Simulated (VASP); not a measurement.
# Ti3Al (Fm-3m) in VASP: further runs

The runs below take Ti3Al through single point, with PBE.

All numbers are computed with VASP 6.6.1; they aren't measurements. Logs are shortened: lines on timing, memory, paths and dates and some standing lists are left out, and cuts for length are marked.

### 1 The cell of the first run

Symmetry: Fm-3m, No. 225, cubic system. Conventional cell: a = 6.525 Å, b = 6.525 Å, c = 6.525 Å, α = 90.00°, β = 90.00°, γ = 90.00°. Ti (site symmetry -43m) has 10 Ti at 2.83 to 3.26 Å and 4 Al at 2.83 Å within 3.7 Å. Within 3.7 Å of Ti (site symmetry m-3m) lie 8 Ti at 2.83 Å and 6 Al at 3.26 Å. Within 3.7 Å of Al (site symmetry m-3m) lie 14 Ti at 2.83 to 3.26 Å.

### 2 Single point, PBE, collinear spin (17.36 Å³/atom)

File INCAR:

```
  ALGO = Normal
  EDIFF = 1E-6
  ENCUT = 520
  GGA = PE
  ISIF = 2
  ISMEAR = 0
  ISPIN = 2
  LASPH = True
  LCHARG = True
  LELF = True
  LMAXMIX = 4
  LORBIT = 11
  LREAL = False
  LVHAR = True
  LWAVE = False
  MAGMOM = 0.27 0.27 1.13 0
  NBANDS = 32
  NELM = 150
  PREC = Accurate
  SIGMA = 0.1
```

File KPOINTS:

```
k-points
0
Gamma
  12 12 12
```

File POSCAR:

```
Ti3Al
1.0
    0.0000000000      3.2625975915      3.2625975915
    3.2625975915      0.0000000000      3.2625975915
    3.2625975915      3.2625975915      0.0000000000
Ti Al
3 1
Direct
    0.7500000000      0.7500000000      0.7500000000
    0.2500000000      0.2500000000      0.2500000000
    0.0000000000      0.0000000000      0.0000000000
    0.5000000000      0.5000000000      0.5000000000
```

Potentials or basis: VASP PAW PBE potentials, release 64 (Ti_sv, Al).

Started as:

```
cat potpaw_PBE.64/Ti_sv/POTCAR potpaw_PBE.64/Al/POTCAR > POTCAR
mpirun -np 1 vasp_std > vasp.out
```

OUTCAR:

```text
EDIFF = 1E-6
   ENCUT = 520
   GGA = PE
   ISIF = 2
   ISMEAR = 0
   ISPIN = 2
   LASPH = True
   LORBIT = 11
   LREAL = False
   NELM = 150
   PREC = Accurate

 ion  position               nearest neighbor table
   1  0.750  0.750  0.750-   4 2.83   4 2.83   4 2.83   3 2.83   3 2.83   3 2.83   4 2.83   3 2.83

   2  0.250  0.250  0.250-   3 2.83   3 2.83   3 2.83   4 2.83   4 2.83   4 2.83   4 2.83   3 2.83

   3  0.000  0.000  0.000-   1 2.83   1 2.83   1 2.83   2 2.83   2 2.83   2 2.83   2 2.83   1 2.83

   4  0.500  0.500  0.500-   2 2.83   2 2.83   2 2.83   1 2.83   1 2.83   1 2.83   2 2.83   1 2.83

  LATTYP: Found a face centered cubic cell.
 ALAT       =     6.5251951830

  Lattice vectors:

 A1 = (   0.0000000000,   3.2625975915,   3.2625975915)
 A2 = (   3.2625975915,   0.0000000000,   3.2625975915)
 A3 = (   3.2625975915,   3.2625975915,   0.0000000000)

Analysis of symmetry for initial positions (statically):
=====================================================================
 Subroutine PRICEL returns:
 Original cell was already a primitive cell.

 Routine SETGRP: Setting up the symmetry group for a
 face centered cubic supercell.

 Subroutine GETGRP returns: Found 48 space group operations
 (whereof 48 operations were pure point group operations)
 out of a pool of 48 trial point group operations.

The static configuration has the point symmetry O_h .

Analysis of symmetry for dynamics (positions and initial velocities):
=====================================================================
 Subroutine PRICEL returns:
 Original cell was already a primitive cell.

 Routine SETGRP: Setting up the symmetry group for a
 face centered cubic supercell.

 Subroutine GETGRP returns: Found 48 space group operations
 (whereof 48 operations were pure point group operations)
 out of a pool of 48 trial point group operations.

The dynamic configuration has the point symmetry O_h .

Analysis of structural, dynamic, and magnetic symmetry:
=====================================================================
 Subroutine PRICEL returns:
 Original cell was already a primitive cell.

 Routine SETGRP: Setting up the symmetry group for a
 face centered cubic supercell.

 Subroutine GETGRP returns: Found 48 space group operations
 (whereof 48 operations were pure point group operations)
[... 131 lines left out ...]
   GGA     = PE    functional components
   LHFCALC =     F    Hartree Fock is set to
   AEXX    =    0.0000 exact exchange contribution
   IVDW    =     0    specifies the selected vdW correction
   LEPSILON=     F    determine dielectric tensor
   LRPA    =     F    only Hartree local field effects (RPA)
 spin polarized calculation
 Gauss-broadening in eV      SIGMA  =   0.10
  energy-cutoff  :      520.00
  volume of cell :       69.46
 maximum number of plane-waves:      1893
 NGX is ok and might be reduce to    36
   NGX = 17   NGY = 17   NGZ = 17

 number of electron      38.9999992 magnetization       2.0892772

 Free energy of the ion-electron system (eV)
  ---------------------------------------------------
  ext. energy  EPLUGINS =         0.00000000
  ---------------------------------------------------
  free energy    TOTEN  =       -27.88372251 eV

  energy without entropy =      -27.85537274  energy(sigma->0) =      -27.86954762

 E-fermi :   7.8040     XC(G=0): -11.1114

 val. band max:        7.8012771131   @ k =  -0.2500   0.2500   0.0833
 cond. band min:       7.8104637057   @ k =   0.4167   0.0833   0.0000
 fundamental gap:      0.0091865926
 Fermi energy:         7.8040304672

 spin component 1

 k-point     1 :       0.0000    0.0000    0.0000
  band No.  band energies     occupation
      1     -49.0444      1.00000
      2     -48.9569      1.00000
      3     -48.8760      1.00000
      4     -25.3674      1.00000
      5     -25.3674      1.00000
      6     -25.3674      1.00000
[... 805 lines left out ...]
     30      11.8827      0.00000
     31      12.1339      0.00000

 [... further k-points ...]

 spin component 2

 k-point     1 :       0.0000    0.0000    0.0000
  band No.  band energies     occupation
      1     -48.7688      1.00000
      2     -48.7313      1.00000
      3     -47.9853      1.00000
      4     -25.0535      1.00000
      5     -25.0535      1.00000
      6     -25.0535      1.00000
[... 805 lines left out ...]
     30      12.2609      0.00000
     31      12.4458      0.00000

 [... further k-points ...]

 [bands above 31 left out]

------------------------ aborting loop because EDIFF is reached ----------------------------------------

  FORCE on cell =-STRESS in cart. coord.  units (eV):
  Direction    XX          YY          ZZ          XY          YZ          ZX
  --------------------------------------------------------------------------------------
  -------------------------------------------------------------------------------------
  Total       -1.3551738     -1.3551738     -1.3551738      0.0000000      0.0000000      0.0000000
  in kB      -31.2597182    -31.2597182    -31.2597182      0.0000000      0.0000000      0.0000000
  external PRESSURE =     -31.2597182 kB  Pullay stress =       0.0000000 kB

 VOLUME and BASIS-vectors are now :
 -----------------------------------------------------------------------------
  energy-cutoff  :      520.00
  volume of cell :       69.46
      direct lattice vectors                 reciprocal lattice vectors
     0.000000000  3.262597592  3.262597592    -0.153252121  0.153252121  0.153252121
     3.262597592  0.000000000  3.262597592     0.153252121 -0.153252121  0.153252121
     3.262597592  3.262597592  0.000000000     0.153252121  0.153252121 -0.153252121

 POSITION                                       TOTAL-FORCE (eV/Angst)
 -----------------------------------------------------------------------------------
      4.89390      4.89390      4.89390        -0.000000     -0.000000     -0.000000
      1.63130      1.63130      1.63130         0.000000      0.000000      0.000000
      0.00000      0.00000      0.00000        -0.000000     -0.000000     -0.000000
      3.26260      3.26260      3.26260        -0.000000     -0.000000     -0.000000
 -----------------------------------------------------------------------------------
    total drift:                                0.000000      0.000000      0.000000

  FREE ENERGIE OF THE ION-ELECTRON SYSTEM (eV)
  ---------------------------------------------------
  free  energy   TOTEN  =       -27.8837225116 eV

  energy  without entropy=      -27.8553727351  energy(sigma->0) =      -27.86954762

 total charge

# of ion       s       p       d       tot
------------------------------------------
    1        2.206   6.119   1.883  10.207
    2        2.206   6.119   1.883  10.207
    3        2.242   6.092   1.950  10.285
    4        0.403   0.405   0.000   0.808
--------------------------------------------------
tot          7.057  18.736   5.716  31.508

 magnetization (x)

# of ion       s       p       d       tot
------------------------------------------
    1        0.003   0.031   0.226   0.261
    2        0.003   0.031   0.226   0.261
    3        0.014   0.033   1.006   1.054
    4       -0.007  -0.015   0.000  -0.022
--------------------------------------------------
tot          0.013   0.080   1.459   1.553
```

stdout:

```text
POSCAR found type information on POSCAR TiAl
 POSCAR found :  2 types and       4 ions
 scaLAPACK will be used
 LDA part: xc-table for (Slater+PW92), standard interpolation
 POSCAR, INCAR and KPOINTS ok, starting setup
 FFT: planning ... GRIDC
 FFT: planning ... GRID_SOFT
 FFT: planning ... GRID
 WAVECAR not read
 entering main loop
```

Wall time 9.7 min (1 thread of Oxide Virtual Turin-like, shared host); peak memory 0.35 GiB.

What came out:

- Free energy: -27.8837 eV
- Pressure: -3.1 GPa
- Net moment: 2.09 μB per cell
- Site moments: Ti +0.26, +1.05 (each value once); Al -0.02 μB
- Valence electrons inside the program's atomic spheres: Ti 10.21, 10.29 (each value once); Al 0.81

Caveat: the cell stands under tension.

### 3 Single point, PBE, collinear spin (17.87 Å³/atom)

This run uses another cell than the first one, of 17.87 Å³/atom.

File INCAR:

```
SYSTEM = Ti3Al
ALGO     = Normal         ! electronic algorithm
EDIFF    = 1E-6           ! SCF threshold, eV
ENCUT    = 520            ! plane-wave cutoff, eV
GGA      = PE             ! functional
ISIF     = 2              ! what is computed and relaxed
ISMEAR   = 0              ! smearing method
ISPIN    = 2              ! spin polarisation
LASPH    = .True.         ! aspherical terms in the spheres
LCHARG   = .True.         ! write CHGCAR
LELF     = .True.         ! ELF
LMAXMIX  = 4              ! l up to which the mixer works
LORBIT   = 11             ! projections on sites
LREAL    = .False.        ! projectors in reciprocal space
LVHAR    = .True.       
LWAVE    = .False.        ! write WAVECAR
MAGMOM   = 0.27 0.27 1.13 0 ! initial moments
NBANDS   = 32             ! bands
NELM     = 150            ! most SCF steps
PREC     = Accurate       ! precision mode
SIGMA    = 0.1            ! smearing width, eV
```

File KPOINTS:

```
k-points
0
Gamma
  12 12 12
  0 0 0
```

File POSCAR:

```
Ti3Al
1.0
    0.0000000000      3.2939706467      3.2939706467
    3.2939706467      0.0000000000      3.2939706467
    3.2939706467      3.2939706467      0.0000000000
Ti Al
3 1
Direct
    0.7500000000      0.7500000000      0.7500000000
    0.2500000000      0.2500000000      0.2500000000
    0.0000000000      0.0000000000      0.0000000000
    0.5000000000      0.5000000000      0.5000000000
```

Potentials or basis: VASP PAW PBE potentials, release 64 (Ti_sv, Al).

Started as:

```
cat potpaw_PBE.64/Ti_sv/POTCAR potpaw_PBE.64/Al/POTCAR > POTCAR
mpirun -np 1 vasp_std > vasp.out
```

Wall time 10 min (1 thread of Oxide Virtual Turin-like, shared host); peak memory 0.36 GiB.

Results (log left out):

- Free energy: -27.8281 eV
- Pressure: -5.7 GPa
- Net moment: 2.20 μB per cell
- Site moments: Ti +0.28, +1.08 (each value once); Al -0.02 μB
- Valence electrons inside the program's atomic spheres: Ti 10.18, 10.26 (each value once); Al 0.80

Levels at points of the mesh, in eV from the Fermi level:
Spin up:
| k point | band 19 | band 20 | band 21 | band 22 | band 23 | band 24 |
| --- | --- | --- | --- | --- | --- | --- |
| (0.00, 0.00, 0.00) | -0.43 | -0.43 | -0.43 | 1.93 | 1.93 | 1.93 |
| (0.50, 0.00, 0.00) | -0.63 | -0.24 | -0.24 | 0.50 | 0.80 | 0.80 |
| (0.50, 0.50, 0.00) | -0.45 | -0.45 | -0.16 | 0.83 | 0.83 | 0.94 |
Spin down:
| k point | band 15 | band 16 | band 17 | band 18 | band 19 | band 20 | band 21 | band 22 | band 23 | band 24 |
| --- | --- | --- | --- | --- | --- | --- | --- | --- | --- | --- |
| (0.00, 0.00, 0.00) | -1.47 | -1.47 | -1.35 | -1.35 | 0.58 | 0.58 | 0.58 | 2.23 | 2.23 | 2.23 |
| (0.50, 0.00, 0.00) | -1.64 | -1.64 | 0.09 | 0.09 | 0.09 | 0.15 | 0.15 | 0.89 | 1.09 | 1.09 |
| (0.50, 0.50, 0.00) | -1.61 | -1.55 | -0.60 | -0.60 | -0.02 | 0.38 | 0.38 | 1.35 | 1.35 | 1.46 |

Caveat: the cell stands under tension.
